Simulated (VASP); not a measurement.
**Se: single point with PBEsol**

The system is Se.

```
Se
1.0
     2.70981    0.00000    0.00000
     0.00000    2.70981    0.00000
     0.00000    0.00000    2.70981
Se
1
Direct
  0.00000 0.00000 0.00000
```

This cell differs from its parent crystal: volume scaled by 0.92.

| Property | Result |
| --- | --- |
| Program | VASP 6.6.1 |
| Task | single point |
| Functional | PBEsol |
| Potentials or basis | VASP PAW PBE potentials, release 64 (Se) |
| Cutoff | 520 eV |
| k mesh | 13 × 13 × 13 |
| Occupations | fermi-dirac, width 0.1 eV |
| Spin | no spin polarisation |
| Dipole correction | no |
| Further INCAR settings | ALGO = Normal; EDIFF = 1e-06; NBANDS = 9 |

```
Pressure               : 8.4 GPa
Band gap on the k mesh : zero (band 3 reaches 9.53 eV, above the bottom of band 4 at 2.45 eV)
```

Levels at points of the mesh, in eV from the Fermi level:
```
           k point  band 1  band 2  band 3  band 4  band 5  band 6
(0.00, 0.00, 0.00)  -17.33    1.53    1.53    1.53    7.44    7.44
```

Wall time 7.8 s on 1 thread of AMD EPYC 7R13 Processor (Zen 3), with other jobs on the host, peak memory 0.1 GiB.

Caveat: the PAW data sets were made with another functional, which shifts forces and pressure a little.
